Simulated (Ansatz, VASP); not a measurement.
# Sn in VASP and in Ansatz

INCAR

```
SYSTEM = Sn
  PREC = Accurate
  ENCUT = 520
  EDIFF = 1E-6
  ISMEAR = -1
  SIGMA = 0.1
  LREAL = .FALSE.
  LASPH = .TRUE.
  NELM = 80
  ALGO = Normal
  ISIF = 2
  LWAVE = .FALSE.
  LCHARG = .FALSE.
  GGA = PE
  NBANDS = 21
```

Contents of KPOINTS:

```
Automatic mesh
0
G
  18 18 12
  0 0 0
```

Contents of POSCAR:

```
Sn
1.0
   -2.9773321013      2.9790067394      1.6030901642
    2.9790067394     -2.9773321013      1.6030901642
    2.9770686044      2.9770686044     -1.6000204610
Sn
2
Direct
    0.0000231878      0.9999768122      0.0000000000
    0.7499768122      0.2500231878      0.5000000000
```

Input for Ansatz:

```yaml
crystal:
  lattice:
    - [-2.9773321013, 2.9790067394, 1.6030901642]
    - [2.9790067394, -2.9773321013, 1.6030901642]
    - [2.9770686044, 2.9770686044, -1.600020461]
  atoms:
    - { symbol: Sn, position: [2.31878e-05, 0.9999768122, 0.0] }
    - { symbol: Sn, position: [0.7499768122, 0.2500231878, 0.5] }
hamiltonian:
  xc: pbe
  pseudopotentials:
    kind: paw
    azcp:
      Sn: "pseudopotentials/Sn.paw.azcp"
basis:
  ecutwfc: 420
  fft_grid_basis: typed
kpoints:
  mp_grid: { grid: [18, 18, 12], shift: [0, 0, 0] }
magnetization:
  spin_polarized: false
scf:
  occupations: { method: fermi_dirac, width: 0.1 }
  lower_state_search: "off"
output:
  stress: true
```

Alike in both runs: task single point; functional PBE; k mesh 18 × 18 × 12; occupations fermi-dirac, width 0.1 eV; no spin polarisation.

|  | VASP | Ansatz |
| --- | --- | --- |
| version | VASP 6.6.1 | Ansatz 0.2.0 |
| potentials or method | VASP PAW PBE potentials, release 64 (Sn_d), cutoff 520 eV | plane waves (420 eV) with PAW, scalar-relativistic |
| valence electrons in the cell | 28 | 28 |

Ansatz gave:

```
pressure (GPa)                                                : 0.0
traceless stress, the component that is largest in VASP (GPa) : 0.26
```

Question: Which values does VASP return?

Answer: Pressure (GPa): 0.0; traceless stress, the component that is largest in VASP (GPa): 0.27.

The functional is the same, so the differences come from potentials, cutoffs and numerics.
